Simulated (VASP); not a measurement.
A run of VASP 6.6.1 is set up as follows.

File INCAR:

```
  PREC = Accurate
  ENCUT = 600
  EDIFF = 1E-7
  ISMEAR = -1
  SIGMA = 0.05
  LREAL = F
  LASPH = T
  NELM = 60
  ALGO = Normal
  ISIF = 3
  LWAVE = F
  LCHARG = F
  GGA = PE
  IBRION = 2
  NSW = 60
  EDIFFG = -0.005
  PSTRESS = 600.0
```

File KPOINTS:

```
Automatic mesh
0
Gamma
  15 15 15
```

File POSCAR:

```
Cu
1.0
    0.0000000000      2.2138655959      2.2138655959
    2.2138655959      0.0000000000      2.2138655959
    2.2138655959      2.2138655959      0.0000000000
Cu
2
Direct
   -0.1250000000     -0.1250000000     -0.1250000000
    0.1250000000      0.1250000000      0.1250000000
```

Potentials or basis: VASP PAW PBE potentials, release 64 (Cu).

The run is started by

```console
$ cat potpaw_PBE.64/Cu/POTCAR > POTCAR
$ mpirun -np 1 vasp_std > vasp.out
```

(1) Estimate the band gap on the k mesh.

(2) Estimate the space group after relaxing (to 0.1 Å).

(3) What does it give for the relaxed volume?

Results:

(1) zero (bands 11 and 12 overlap by 0.92 eV).

(2) Fd-3m (No. 227).

(3) 12.80 Å³/atom.

Caveat: the cell is relaxed towards a set pressure, so the run minimises the enthalpy, not the energy; the volume moved by over 15 % at a fixed basis, so the end points are rough.
